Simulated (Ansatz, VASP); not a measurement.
**AlN in VASP and in Ansatz**

```
Al N
1.0
     0.00000    2.01887    1.99868
     2.01887    0.00000    1.99868
     2.01887    2.01887    0.00000
Al N
1 1
Direct
  0.00000 0.00000 0.00000
  0.50000 0.50000 0.50000
```

Change from the starting cell: uniaxial_z strain -1.0%.

Alike in both runs: task single point; functional HSE06; k mesh 8 × 8 × 8; no spin polarisation.

|  | VASP | Ansatz |
| --- | --- | --- |
| version | VASP 6.6.1 | Ansatz 0.2.0 |
| potentials or method | VASP PAW PBE potentials, release 64 (Al, N) | plane waves, PAW |
| plane-wave cutoff (eV) | 520 | 420 |
| occupations | gaussian, width 0.01 eV | fixed |
| valence electrons in the cell | 8 | 8 |

VASP gave:

```
gap on the k mesh at the Fermi level (eV)                     : 6.03
pressure (GPa)                                                : 1.4
traceless stress, the component that is largest in VASP (GPa) : 2.06
```

Task: Which values does Ansatz return?

Result: gap on the k mesh at the Fermi level (eV): 6.10; pressure (GPa): 1.3; traceless stress, the component that is largest in VASP (GPa): 2.08.

Ansatz's warnings: stress exchange threshold loose, stress scf threshold loose.
